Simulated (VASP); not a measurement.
A run of VASP 6.6.1 is set up as follows.

File POSCAR:

```
AlRu
1.0
    2.9916000000      0.0000000000      0.0000000000
    0.0000000000      2.9916000000      0.0000000000
    0.0000000000      0.0000000000      2.9916000000
Ru Al
1 1
Direct
    0.5000000000      0.5000000000      0.5000000000
    0.0000000000      0.0000000000      0.0000000000
```

The input INCAR.step1:

```
PREC = Accurate ; ENCUT = 660
ISMEAR = 0 ; SIGMA = 0.05
LREAL = F ; LASPH = T
NELM = 200 ; LMAXMIX = 4
LDAU = T ; LDAUTYPE = 2
LDAUL = 2 -1 ; LDAUU = 3.5 0
LDAUJ = 0 0 ; NBANDS = 16
GGA = PE ; ALGO = Normal
EDIFF = 1E-5 ; LWAVE = T
LCHARG = F ; GGA_COMPAT = F
```

File INCAR.step2:

```
PREC = Accurate ; ENCUT = 660
EDIFF = 1E-6 ; ISMEAR = 0
SIGMA = 0.05 ; LREAL = F
LASPH = T ; NELM = 200
ALGO = Normal ; ISIF = 2
LWAVE = F ; LCHARG = T
LMAXMIX = 4 ; LDAU = T
LDAUTYPE = 2 ; LDAUL = 2 -1
LDAUU = 3.5 0 ; LDAUJ = 0 0
LDAUPRINT = 1 ; METAGGA = R2SCAN
LMIXTAU = T ; LELF = T
LVHAR = T ; NBANDS = 16
ISTART = 1 ; GGA_COMPAT = F
```

Contents of KPOINTS:

```
Automatic mesh
0
Gamma
  9 9 9
```

Potentials or basis: VASP PAW PBE potentials, release 64 (Ru_sv, Al).

Run with:

```console
$ cat potpaw_PBE.64/Ru_sv/POTCAR potpaw_PBE.64/Al/POTCAR > POTCAR
$ cp INCAR.step1 INCAR
$ mpirun -np 1 vasp_std > vasp.out
$ cp INCAR.step2 INCAR
$ mpirun -np 1 vasp_std > vasp.out
```

Q: Predict the pressure.

A: -2.3 GPa.

Eigenvalues of the final occupation matrices:
| site | spin | trace | eigenvalues |
| --- | --- | --- | --- |
| site 1 d | 1 | 2.81 | 0.43 0.43 0.65 0.65 0.65 |
| site 1 d | 2 | 2.81 | 0.43 0.43 0.65 0.65 0.65 |

Caveat: the PAW data sets were made with another functional, which shifts forces and pressure a little; U without spin polarisation on a metal has little footing; the U is typed as a test and isn't derived for this compound.
